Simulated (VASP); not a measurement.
# I: single point with r2SCAN+D3(BJ)

The system is I.

```
CELL_PARAMETERS angstrom
0.00000 2.36560 3.90984
2.19225 0.00000 3.90984
2.19225 2.36560 0.00000
ATOMIC_POSITIONS crystal
I 0.00000 0.00000 0.00000
```

```yaml
Program: VASP 6.6.1
Task: single point
Functional: r2SCAN
Dispersion: D3(BJ)
Potentials_or_basis: VASP PAW PBE potentials, release 64 (I)
Cutoff: 520 eV
k_mesh: 9 × 9 × 9
Occupations: fermi-dirac, width 0.1 eV
Spin: no spin polarisation
Dipole_correction: no
Further_INCAR_settings: ALGO = Normal; EDIFF = 1e-06; NBANDS = 10
```

```json
{
  "Pressure": "-0.6 GPa",
  "Band gap on the k mesh": "zero (an odd number of electrons rules out a gap without spin polarisation)",
  "Dispersion energy per atom": "-0.151 eV"
}
```

Stress tensor (GPa, compression positive):
```
-0.51  0.00  0.00
 0.00 -0.62  0.00
 0.00  0.00 -0.60
```

Levels at points of the mesh, in eV from the Fermi level:
```tsv
k point	band 2	band 3	band 4	band 5	band 6	band 7
(0.00, 0.00, 0.00)	-2.14	0.77	1.08	4.96	7.86	8.88
```

It took 7.6 min on 1 thread of AMD EPYC 7R13, with other jobs on the host, peak memory 0.18 GiB.

Caveat: the PAW data sets were made with another functional, which shifts forces and pressure a little; spin-orbit coupling is left out, which moves the levels of the heavy elements; an odd number of electrons without spin polarisation forces a metal; a magnetic or distorted state may lie lower.
